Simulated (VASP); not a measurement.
Here is a VASP 6.6.1 calculation.

Contents of INCAR:

```
SYSTEM = Mg8HO8
PREC     = Accurate       ! precision mode
ENCUT    = 520            ! plane-wave cutoff, eV
EDIFF    = 1E-6           ! SCF threshold, eV
ISMEAR   = 0              ! smearing method
SIGMA    = 0.02           ! smearing width, eV
LREAL    = Auto         
LASPH    = .True.         ! aspherical terms in the spheres
NELM     = 80             ! most SCF steps
ALGO     = Normal         ! electronic algorithm
ISIF     = 2              ! what is computed and relaxed
LWAVE    = .False.        ! write WAVECAR
LCHARG   = .False.        ! write CHGCAR
GGA      = PE             ! functional
IVDW     = 12             ! dispersion correction
NELECT   = 64.0         
NBANDS   = 46             ! bands
```

KPOINTS

```
Automatic mesh
0
Gamma
  3 3 3
  0 0 0
```

File POSCAR:

```
Mg8HO8
1.0
    0.0000000000      4.2665000000      4.2665000000
    4.2665000000      0.0000000000      4.2665000000
    4.2665000000      4.2665000000      0.0000000000
Mg O H
8 8 1
Direct
   -0.0093647017      0.0109749209     -0.0013588421
   -0.0028255010      0.0009792570      0.5003719677
   -0.0093588421      0.4992538380     -0.0013789992
   -0.0093431384      0.4992390718      0.5103927107
    0.4825729521      0.0200001172     -0.0230799250
    0.4826302590      0.0199287472      0.5193603656
    0.4905952186      0.5031628970      0.0025799836
    0.4826528771      0.4776949490      0.5192899332
    0.2465942810      0.2483819290      0.2519586312
    0.2319115200      0.2561032462      0.7554181413
    0.2465188093      0.7525621704      0.2519398805
    0.2465033400      0.7525595922      0.7478951131
    0.7399239423      0.2521487167      0.2552791515
    0.7399324974      0.2521469589      0.7515532638
    0.7448763624      0.7516896754      0.2512061409
    0.7399078870      0.7558893707      0.7515556076
    0.5454766202     -0.1815361538      0.3173812258
```

Potentials or basis: VASP PAW PBE potentials, release 64 (Mg, O, H).

The run is started by

```console
$ cat potpaw_PBE.64/Mg/POTCAR potpaw_PBE.64/O/POTCAR potpaw_PBE.64/H/POTCAR > POTCAR
$ mpirun -np 1 vasp_std > vasp.out
```

Q: What does it give for the dispersion energy per atom?

A: -0.275 eV.

Q: Predict the largest force.

A: 0.151 eV/Å.

Forces in eV/Å, atoms in the order of the input:
```
Mg  -0.001  0.000  0.010
Mg   0.002 -0.002 -0.002
Mg  -0.010  0.001  0.001
Mg  -0.001  0.010  0.000
Mg   0.000 -0.021  0.001
Mg   0.022 -0.001  0.000
Mg   0.003 -0.004 -0.004
Mg   0.000  0.000 -0.023
O   -0.005  0.004  0.000
O    0.003 -0.002 -0.002
O    0.001  0.005  0.006
O   -0.005  0.001  0.005
O   -0.001  0.001  0.001
O    0.000 -0.001  0.001
O   -0.087  0.087  0.088
O    0.000  0.001  0.000
H    0.080 -0.079 -0.082
```

Caveat: the k points lie up to 0.43 Å⁻¹ apart; the cell carries a net charge on a neutralising background, which shifts energy and pressure.
